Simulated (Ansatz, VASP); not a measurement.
Cs in VASP and in Ansatz

```
CELL_PARAMETERS angstrom
0.00000 3.86773 3.86773
3.86773 0.00000 3.86773
3.86773 3.86773 0.00000
ATOMIC_POSITIONS crystal
Cs 0.00000 0.00000 0.00000
```

Alike in both runs: task single point; functional r2SCAN; k mesh 6 × 6 × 6; occupations fermi-dirac, width 0.05 eV; no spin polarisation.

|  | VASP | Ansatz |
| --- | --- | --- |
| version | VASP 6.6.1 | Ansatz 0.2.0 |
| potentials or method | VASP PAW PBE potentials, release 64 (Cs_sv) | Ansatz PAW |
| plane-wave cutoff (eV) | 520 | 500 |
| valence electrons in the cell | 9 | 9 |

|  | VASP | Ansatz | Ansatz less VASP |
| --- | --- | --- | --- |
| gap on the k mesh at the Fermi level (eV) | none | none | - |
| pressure (GPa) | 0.2 | 0.2 | 0.00 |

VASP's potentials were made for PBE, not for r2SCAN. A gap of «none» marks a metal or a gap that the smearing closes. With one functional, cell and mesh, what is left measures potentials, basis and numerics.

Spin-orbit coupling is off throughout.
